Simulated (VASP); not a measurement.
# Sr (P6_3/mmc) in VASP: further runs

Sr is run at these levels: LDA; tasks: single point.

All numbers are computed with VASP 6.6.1; they aren't measurements. Logs are shortened: lines on timing, memory, paths and dates and some standing lists are left out, and cuts for length are marked.

**1. The cell of the first run**

It takes space group P6_3/mmc (No. 194, hexagonal). The conventional cell has a = 3.245 Å, b = 3.245 Å, c = 10.558 Å, α = 90.00°, β = 90.00°, γ = 120.00°. Sr (site symmetry -3m) has 12 Sr at 3.24 Å within 4.3 Å. Within 4.3 Å of Sr (site symmetry -6m2) lie 12 Sr at 3.24 Å.

**2. Single point, LDA**

The input, INCAR:

```
SYSTEM = Sr
PREC = Accurate
ENCUT = 520
EDIFF = 1E-6
ISMEAR = -1
SIGMA = 0.05
LREAL = .FALSE.
LASPH = .TRUE.
NELM = 80
ALGO = Normal
ISIF = 2
LWAVE = .FALSE.
LCHARG = .TRUE.
GGA = CA
LELF = .TRUE.
LVHAR = .TRUE.
NBANDS = 28
```

The input, KPOINTS:

```
Automatic mesh
0
G
  9 9 5
  0 0 0
```

The input, POSCAR:

```
Sr
1.0
    3.2446302382      0.0000000000      0.0000000000
   -1.6223151191      2.8099322121      0.0000000000
    0.0000000000      0.0000000000     10.5575648248
Sr
4
Direct
    0.0000000000      0.0000000000      0.0000000000
    0.0000000000      0.0000000000      0.5000000000
    0.3333333333      0.6666666667      0.2500000000
    0.6666666667      0.3333333333      0.7500000000
```

Potentials or basis: VASP PAW LDA potentials, release 64 (Sr_sv).

Command:

```sh
$ cat potpaw_LDA.64/Sr_sv/POTCAR > POTCAR
$ mpirun -np 1 vasp_std > vasp.out
```

OUTCAR:

```text
SYSTEM = Sr
   PREC = Accurate
   ENCUT = 520
   EDIFF = 1E-6
   ISMEAR = -1
   LREAL = .FALSE.
   LASPH = .TRUE.
   NELM = 80
   ISIF = 2
   GGA = CA

 ion  position               nearest neighbor table
   1  0.000  0.000  0.000-   3 3.24   4 3.24   3 3.24   4 3.24   4 3.24   3 3.24   4 4.58   3 4.58
                             3 4.58   4 4.58   3 4.58   4 4.58
   2  0.000  0.000  0.500-   3 3.24   4 3.24   3 3.24   4 3.24   4 3.24   3 3.24   4 4.58   3 4.58
                             3 4.58   4 4.58   3 4.58   4 4.58
   3  0.333  0.667  0.250-   1 3.24   2 3.24   1 3.24   2 3.24   1 3.24   2 3.24   1 4.58   2 4.58
                             1 4.58   2 4.58   1 4.58   2 4.58
   4  0.667  0.333  0.750-   1 3.24   2 3.24   1 3.24   2 3.24   1 3.24   2 3.24   1 4.58   2 4.58
                             1 4.58   2 4.58   1 4.58   2 4.58

  LATTYP: Found a hexagonal cell.
 ALAT       =     3.2446302382
 C/A-ratio  =     3.2538576200

  Lattice vectors:

 A1 = (   3.2446302382,   0.0000000000,   0.0000000000)
 A2 = (  -1.6223151191,   2.8099322121,   0.0000000000)
 A3 = (   0.0000000000,   0.0000000000,  10.5575648248)

Analysis of symmetry for initial positions (statically):
=====================================================================
 Subroutine PRICEL returns:
 Original cell was already a primitive cell.

 Routine SETGRP: Setting up the symmetry group for a
 hexagonal supercell.

 Subroutine GETGRP returns: Found 24 space group operations
 (whereof 12 operations were pure point group operations)
 out of a pool of 24 trial point group operations.

The static configuration has the point symmetry D_3d.
 The point group associated with its full space group is D_6h.

Analysis of symmetry for dynamics (positions and initial velocities):
=====================================================================
 Subroutine PRICEL returns:
 Original cell was already a primitive cell.

 Routine SETGRP: Setting up the symmetry group for a
 hexagonal supercell.

 Subroutine GETGRP returns: Found 24 space group operations
 (whereof 12 operations were pure point group operations)
 out of a pool of 24 trial point group operations.

The dynamic configuration has the point symmetry D_3d.
 The point group associated with its full space group is D_6h.

 Subroutine INISYM returns: Found 24 space group operations
 (whereof 12 operations are pure point group operations),
 and found     1 'primitive' translations

----------------------------------------------------------------------------------------

                                     Primitive cell

  volume of cell :      96.2553

  direct lattice vectors                    reciprocal lattice vectors
     3.244630238  0.000000000  0.000000000     0.308201529  0.177940236  0.000000000
    -1.622315119  2.809932212  0.000000000     0.000000000  0.355880471  0.000000000
     0.000000000  0.000000000 10.557564825     0.000000000  0.000000000  0.094718812

  length of vectors
     3.244630238  3.244630238 10.557564825     0.355880471  0.355880471  0.094718812

  position of ions in fractional coordinates (direct lattice)
     0.000000000  0.000000000  0.000000000
     0.000000000  0.000000000  0.500000000
     0.333333333  0.666666667  0.250000000
     0.666666667  0.333333333  0.750000000

  ion indices of the primitive-cell ions
   primitive index   ion index
                 1           1
                 2           2
                 3           3
                 4           4

----------------------------------------------------------------------------------------

 KPOINTS: Automatic mesh

Automatic generation of k-mesh.
 Grid dimensions read from file:
 generate k-points for:    9    9    5

 Generating k-lattice:

  Cartesian coordinates                     Fractional coordinates (reciprocal lattice)
     0.034244614  0.019771137  0.000000000     0.111111111 -0.000000000  0.000000000
     0.000000000  0.039542275  0.000000000     0.000000000  0.111111111  0.000000000
     0.000000000  0.000000000  0.018943762     0.000000000  0.000000000  0.200000000

  Length of vectors
     0.039542275  0.039542275  0.018943762

  Shift w.r.t. Gamma in fractional coordinates (k-lattice)
     0.000000000  0.000000000  0.000000000

 Subroutine IBZKPT returns following result:
 ===========================================

 Found     36 irreducible k-points:

 Following reciprocal coordinates:
            Coordinates               Weight
  0.000000  0.000000  0.000000      1.000000
  0.111111  0.000000  0.000000      6.000000
  0.222222  0.000000  0.000000      6.000000
  0.333333 -0.000000  0.000000      6.000000
  0.444444  0.000000  0.000000      6.000000
  0.111111  0.111111  0.000000      6.000000
[... 16 lines left out ...]
  0.333333  0.222222  0.200000     24.000000
  0.333333  0.333333  0.200000      4.000000
 [... further k-points ...]
   k-points           NKPTS =     36   k-points in BZ     NKDIM =     36   number of bands    NBANDS=     28
   number of dos      NEDOS =    301   number of ions     NIONS =      4
   total plane-waves  NPLWV =  46080
   dimension x,y,z NGX =    24 NGY =   24 NGZ =   80
   dimension x,y,z NGXF=    48 NGYF=   48 NGZF=  160
   ions per type =               4
   NGX,Y,Z   is equivalent  to a cutoff of  12.30, 12.30, 12.60 a.u.
   NGXF,Y,Z  is equivalent  to a cutoff of  24.59, 24.59, 25.19 a.u.
 SYSTEM =  Sr
   PREC   = accura    normal or accurate (medium, high low for compatibility)
   ISTART =      0    job   : 0-new  1-cont  2-samecut
   ICHARG =      2    charge: 1-file 2-atom 10-const
   ISPIN  =      1    spin polarized calculation?
   LNONCOLLINEAR =      F non collinear calculations
   LSORBIT =      F    spin-orbit coupling
   LASPH  =      T    aspherical Exc in radial PAW
   ENCUT  =  520.0 eV  38.22 Ry    6.18 a.u.   6.03  6.03 19.63*2*pi/ulx,y,z
   NELM   =     80;   NELMIN=  2; NELMDL= -5     # of ELM steps
   EDIFF  = 0.1E-05   stopping-criterion for ELM
   LREAL  =      F    real-space projection
   EDIFFG = 0.1E-04   stopping-criterion for IOM
   NSW    =      0    number of steps for IOM
   IBRION =     -1    ionic relax: 0-MD 1-quasi-New 2-CG
   NFREE  =      0    steps in history (QN), initial steepest desc. (CG)
   ISIF   =      2    stress and relaxation
   ISYM   =      2    0-nonsym 1-usesym 2-fastsym
   POTIM  = 0.5000    time-step for ionic-motion
   TEBEG  =    0.0;   TEEND  =   0.0 temperature during run
   PSTRESS=    0.0 pullay stress
   NELECT =      40.0000    total number of electrons
   NUPDOWN=      -1.0000    fix difference up-down
   EMIN   =  10.00;   EMAX   =-10.00  energy-range for DOS
   EFERMI =   0.00;   METHOD = LEGACY
   ISMEAR =    -1;   SIGMA  =   0.05  broadening in eV -4-tet -1-fermi 0-gaus
   EFERMI_NEDOS =   21; number of points for ismear=-14 and -15
   IALGO  =     38    algorithm
   IMIX   =      4    mixing-type and parameters
     AMIX     =   0.40;   BMIX     =  1.00
     AMIX_MAG =   1.60;   BMIX_MAG =  1.00
  volume/ion in A,a.u.               =      24.06       162.39
  Fermi-wavevector in a.u.,A,eV,Ry     =   1.221668  2.308618 20.306326  1.492473
  Thomas-Fermi vector in A             =   2.356842
   LORBIT       =      0    0 simple, 1 ext, 2 COOP (PROOUT), +10 PAW based schemes
   GGA     = CA    functional components
   LHFCALC =     F    Hartree Fock is set to
   AEXX    =    0.0000 exact exchange contribution
   IVDW    =     0    specifies the selected vdW correction
   LEPSILON=     F    determine dielectric tensor
   LRPA    =     F    only Hartree local field effects (RPA)
 non-spin polarized calculation
  energy-cutoff  :      520.00
  volume of cell :       96.26
 maximum number of plane-waves:      2628
   NGX = 13   NGY = 13   NGZ = 39

 number of electron      40.0000001 magnetization

 Free energy of the ion-electron system (eV)
  ---------------------------------------------------
  ext. energy  EPLUGINS =         0.00000000
  ---------------------------------------------------
  free energy    TOTEN  =        -2.55373403 eV

  energy without entropy =       -2.51938433  energy(sigma->0) =       -2.53655918

 E-fermi :   5.1165     XC(G=0): -10.6546

 val. band max:        5.1120814906   @ k =   0.3333  -0.0000   0.4000
 cond. band min:       5.1413947815   @ k =   0.4444   0.0000   0.2000
 fundamental gap:      0.0293132909
 Fermi energy:         5.1165237882

 k-point     1 :       0.0000    0.0000    0.0000
  band No.  band energies     occupation
      1     -30.3833      2.00000
      2     -30.2143      2.00000
      3     -30.1130      2.00000
      4     -29.9310      2.00000
      5     -13.6990      2.00000
      6     -12.6260      2.00000
[... 20 lines left out ...]
     27       8.3337      0.00000
     28       8.7328      0.00000

 k-point     2 :       0.1111    0.0000    0.0000
  band No.  band energies     occupation
      1     -30.3406      2.00000
      2     -30.1815      2.00000
      3     -30.0802      2.00000
      4     -29.9095      2.00000
      5     -13.6103      2.00000
      6     -12.6474      2.00000
[... 20 lines left out ...]
     27       8.3927      0.00000
     28       8.4136      0.00000

 k-point     3 :       0.2222    0.0000    0.0000
  band No.  band energies     occupation
      1     -30.2273      2.00000
      2     -30.0971      2.00000
      3     -29.9959      2.00000
      4     -29.8578      2.00000
      5     -13.3663      2.00000
      6     -12.8257      2.00000
[... 20 lines left out ...]
     27       8.4941      0.00000
     28       8.8221      0.00000

 k-point     4 :       0.3333   -0.0000    0.0000
  band No.  band energies     occupation
      1     -30.0853      2.00000
      2     -29.9986      2.00000
      3     -29.8976      2.00000
      4     -29.8074      2.00000
      5     -13.2913      2.00000
      6     -13.2589      2.00000
[... 578 lines left out ...]
     27       7.4342      0.00000
     28       7.9273      0.00000

 k-point    23 :       0.3333    0.2222    0.2000
  band No.  band energies     occupation
      1     -29.9237      2.00000
      2     -29.9065      2.00000
      3     -29.8009      2.00000
      4     -29.7838      2.00000
      5     -13.3434      2.00000
      6     -13.3367      2.00000
[... 20 lines left out ...]
     27       7.6511      0.00000
     28       8.3428      0.00000

 k-point    24 :       0.3333    0.3333    0.2000
  band No.  band energies     occupation
      1     -29.8872      2.00000
      2     -29.8865      2.00000
      3     -29.7858      2.00000
      4     -29.7858      2.00000
      5     -13.1581      2.00000
      6     -13.1273      2.00000
[... 20 lines left out ...]
     27       7.5761      0.00000
     28       7.5958      0.00000

 [... further k-points ...]
[... 5 lines left out ...]
  --------------------------------------------------------------------------------------
  -------------------------------------------------------------------------------------
  Total       15.2048119     15.2048119     15.2312398      0.0000000      0.0000000      0.0000000
  in kB      253.0852433    253.0852433    253.5251371      0.0000000      0.0000000      0.0000000
  external PRESSURE =     253.2318746 kB  Pullay stress =       0.0000000 kB

 VOLUME and BASIS-vectors are now :
 -----------------------------------------------------------------------------
  energy-cutoff  :      520.00
  volume of cell :       96.26
      direct lattice vectors                 reciprocal lattice vectors
     3.244630238  0.000000000  0.000000000     0.308201529  0.177940236  0.000000000
    -1.622315119  2.809932212  0.000000000     0.000000000  0.355880471  0.000000000
     0.000000000  0.000000000 10.557564825     0.000000000  0.000000000  0.094718812

 POSITION                                       TOTAL-FORCE (eV/Angst)
 -----------------------------------------------------------------------------------
      0.00000      0.00000      0.00000         0.000000      0.000000      0.000000
      0.00000      0.00000      5.27878         0.000000      0.000000      0.000000
     -0.00000      1.87329      2.63939        -0.000000      0.000000     -0.000000
      1.62232      0.93664      7.91817         0.000000     -0.000000     -0.000000
 -----------------------------------------------------------------------------------
    total drift:                               -0.000000      0.000000     -0.000000

  FREE ENERGIE OF THE ION-ELECTRON SYSTEM (eV)
  ---------------------------------------------------
  free  energy   TOTEN  =        -2.5537340289 eV

  energy  without entropy=       -2.5193843314  energy(sigma->0) =       -2.53655918
```

It took 67 s on 1 thread of AMD EPYC 7R43 (Zen 3), shared host; peak memory 0.17 GiB.

Results:

```yaml
Free_energy: -2.5537 eV
Pressure: 25.3 GPa
Band_gap_on_the_k_mesh: zero (band 20 reaches 5.79 eV, above the bottom of band 21 at 4.65 eV)
```

**3. Single point, LDA**

This run uses another cell than the first one: it holds 2 atoms, not 4.

The input, INCAR:

```
PREC = Accurate
ENCUT = 520
EDIFF = 1E-6
ISMEAR = -1
SIGMA = 0.05
LREAL = F
LASPH = T
NELM = 100
ALGO = Normal
ISIF = 2
LWAVE = F
LCHARG = F
GGA = CA
NBANDS = 17
```

The input, KPOINTS:

```
Automatic mesh
0
Gamma
  14 14 8
```

The input, POSCAR:

```
Sr
1.0
    3.2890730549      0.0000000000      0.0000000000
   -1.6445365274      2.8484208204      0.0000000000
    0.0000000000      0.0000000000      5.0578375131
Sr
2
Direct
    0.3333333333      0.6666666667      0.2500000000
    0.6666666667      0.3333333333      0.7500000000
```

Potentials or basis: VASP PAW LDA potentials, release 64 (Sr_sv).

Command:

```sh
$ cat potpaw_LDA.64/Sr_sv/POTCAR > POTCAR
$ mpirun -np 1 vasp_std > vasp.out
```

Run time: 37 s. Hardware: 1 thread of Intel Xeon Platinum 8488C (Sapphire Rapids), shared host; peak memory 0.19 GiB.

The run converged. Its results:

```
Free energy            : -1.2204 eV
Pressure               : 25.4 GPa
Band gap on the k mesh : zero (band 10 reaches 5.75 eV, above the bottom of band 11 at 4.55 eV)
```

Levels at points of the mesh, in eV from the Fermi level:
```csv
k point,band 6,band 7,band 8,band 9,band 10,band 11,band 12,band 13,band 14,band 15
"(0.00, 0.00, 0.00)",-16.52,-16.52,-16.38,-3.87,-1.82,2.84,2.84,3.68,4.04,4.04
"(0.50, 0.00, 0.00)",-17.45,-17.13,-16.73,-1.59,-0.79,-0.76,2.30,2.34,3.56,4.31
"(0.00, 0.00, 0.50)",-16.72,-16.72,-16.72,-1.91,-1.91,2.28,2.28,2.70,2.70,2.70
"(0.50, 0.00, 0.50)",-17.10,-17.02,-17.02,-1.61,-1.61,0.63,0.63,4.29,4.29,4.72
```

**4. Single point, LDA**

The input, INCAR:

```
SYSTEM = Sr
PREC = Accurate
ENCUT = 520
EDIFF = 1E-6
ISMEAR = -1
SIGMA = 0.05
LREAL = .False.
LASPH = .True.
NELM = 80
ALGO = Normal
ISIF = 2
LWAVE = .False.
LCHARG = .False.
GGA = CA
NBANDS = 28
```

The input, KPOINTS:

```
regular mesh
0
Gamma
  11 11 3
  0 0 0
```

The input, POSCAR:

```
Sr
1.0
    3.2502177428      0.0000000000      0.0000000000
   -1.6251088714      2.8147711331      0.0000000000
    0.0000000000      0.0000000000     10.5218551043
Sr
4
Direct
    0.0000000000      0.0000000000      0.0000000000
    0.0000000000      0.0000000000      0.5000000000
    0.3333333333      0.6666666667      0.2500000000
    0.6666666667      0.3333333333      0.7500000000
```

Command:

```sh
$ cat potpaw_LDA.64/Sr_sv/POTCAR > POTCAR
$ mpirun -np 1 vasp_std > vasp.out
```

It took 47 s on 1 thread of Intel Xeon Platinum 8488C (Sapphire Rapids), shared host; peak memory 0.2 GiB.

The run converged. Its results:

```yaml
Free_energy: -2.5588 eV
Pressure: 25.3 GPa
Band_gap_on_the_k_mesh: zero (band 20 reaches 5.62 eV, above the bottom of band 21 at 4.70 eV)
```

Levels at points of the mesh, in eV from the Fermi level:
```tsv
k point	band 18	band 19	band 20	band 21	band 22	band 23
(0.00, 0.00, 0.00)	-1.95	-1.92	-1.57	2.03	2.09	2.85
```

**5. Single point, LDA**

The input, INCAR:

```
SYSTEM = Sr
PREC     = Accurate       ! precision mode
ENCUT    = 520            ! plane-wave cutoff, eV
EDIFF    = 1E-6           ! SCF threshold, eV
ISMEAR   = -1             ! smearing method
SIGMA    = 0.05           ! smearing width, eV
LREAL    = .False.        ! projectors in reciprocal space
LASPH    = .True.         ! aspherical terms in the spheres
NELM     = 100            ! most SCF steps
ALGO     = Normal         ! electronic algorithm
ISIF     = 2              ! what is computed and relaxed
LWAVE    = .False.        ! write WAVECAR
LCHARG   = .False.        ! write CHGCAR
NBANDS   = 28             ! bands
```

The input, KPOINTS:

```
Automatic mesh
0
Gamma
  11 11 3
  0 0 0
```

POSCAR is that of step 4.

Command:

```sh
$ cat potpaw_LDA.64/Sr_sv/POTCAR > POTCAR
$ mpirun -np 1 vasp_std > vasp.out
```

Wall time 50 s (1 thread of Intel Xeon Platinum 8488C (Sapphire Rapids), shared host); peak memory 0.2 GiB.

It converged, with:

```
Free energy            : -2.5588 eV
Pressure               : 25.3 GPa
Band gap on the k mesh : zero (band 20 reaches 5.62 eV, above the bottom of band 21 at 4.70 eV)
```

Levels at points of the mesh, in eV from the Fermi level:
| k point | band 18 | band 19 | band 20 | band 21 | band 22 | band 23 |
| --- | --- | --- | --- | --- | --- | --- |
| (0.00, 0.00, 0.00) | -1.95 | -1.92 | -1.57 | 2.03 | 2.09 | 2.85 |

**6. Single point, LDA**

The input, INCAR:

```
PREC = Accurate ; ENCUT = 520
EDIFF = 1E-7 ; ISMEAR = -1
SIGMA = 0.05 ; LREAL = F
LASPH = T ; NELM = 100
ALGO = Normal ; ISIF = 2
LWAVE = F ; LCHARG = T
LELF = T ; LVHAR = T
NBANDS = 28
```

The input, KPOINTS:

```
Automatic mesh
0
Gamma
  9 9 5
```

The input, POSCAR:

```
Sr
1.0
    3.2446302382      0.0000000000      0.0000000000
   -1.6223151191      2.8099322121      0.0000000000
    0.0000000000      0.0000000000     10.5575648248
Sr
4
Direct
    0.0000000000      0.0000000000      0.0000000000
    0.0000000000      0.0000000000      0.5000000000
    0.3333333333      0.6666666667      0.2500000000
    0.6666666667      0.3333333333      0.7500000000
```

Potentials or basis: VASP PAW LDA potentials, release 64 (Sr_sv).

Command:

```sh
$ cat potpaw_LDA.64/Sr_sv/POTCAR > POTCAR
$ mpirun -np 1 vasp_std > vasp.out
```

Run time: 60 s. Hardware: 1 thread of Intel Xeon Platinum 8488C (Sapphire Rapids), shared host; peak memory 0.21 GiB.

Results (log left out):

```
Free energy            : -2.5537 eV
Pressure               : 25.3 GPa
Band gap on the k mesh : zero (band 20 reaches 5.79 eV, above the bottom of band 21 at 4.65 eV)
```

Levels at points of the mesh, in eV from the Fermi level:
```csv
k point,band 16,band 17,band 18,band 19,band 20,band 21,band 22,band 23,band 24,band 25
"(0.00, 0.00, 0.00)",-16.39,-3.82,-1.98,-1.91,-1.56,2.01,2.06,2.88,2.88,2.98
```

**7. Summary**

```csv
cell,k mesh,gap on the mesh (eV),pressure (GPa)
"a = 3.245, b = 3.245, c = 10.558 Å, angles 90.0, 90.0, 120.0°, 4 atoms",9 × 9 × 5,none,25.3
"a = 3.289, b = 3.289, c = 5.058 Å, angles 90.0, 90.0, 120.0°, 2 atoms",14 × 14 × 8,none,25.4
"a = 3.250, b = 3.250, c = 10.522 Å, angles 90.0, 90.0, 120.0°, 4 atoms",11 × 11 × 3,none,25.3
```

Alike in all rows: task single point; level LDA; potentials or basis VASP PAW LDA potentials, release 64 (Sr_sv); no spin polarisation; cutoff (eV) 520; smearing fermi-dirac 0.05 eV.

Absolute energies hang on the potentials; compare differences alone.
